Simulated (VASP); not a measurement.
**InP: single point with PBEsol**

The system is InP.

```
In P
1.0
     0.00000    2.72932    2.72932
     2.72932    0.00000    2.72932
     2.72932    2.72932    0.00000
In P
1 1
Direct
  0.00000 0.00000 0.00000
  0.50000 0.50000 0.50000
```

* Program: VASP 6.6.1
* Task: single point
* Functional: PBEsol
* Potentials or basis: VASP PAW PBE potentials, release 64 (In_d, P)
* Cutoff: 520 eV
* k mesh: 14 × 14 × 14
* Occupations: gaussian, width 0.05 eV
* Spin: no spin polarisation

```yaml
Pressure: 0.0 GPa
Band_gap_on_the_k_mesh: zero (band 9 reaches 7.80 eV, above the bottom of band 10 at 4.97 eV)
```

Levels at points of the mesh, in eV from the Fermi level:
```
           k point  band 7  band 8  band 9  band 10  band 11  band 12
(0.00, 0.00, 0.00)   -0.26   -0.26   -0.26     0.87     7.12     7.12
(0.50, 0.00, 0.00)   -6.87    0.22    0.22     2.47     3.39     3.39
(0.50, 0.50, 0.00)   -5.22   -2.47   -2.45    -2.45     3.71    10.23
```

Run time: 49 s on 1 thread of Intel(R) Xeon(R) Platinum 8559C (Emerald Rapids) (shared host), peak memory 0.21 GiB.

Caveat: the PAW data sets were made with another functional, which shifts forces and pressure a little; spin-orbit coupling is left out, which moves the levels of the heavy elements.
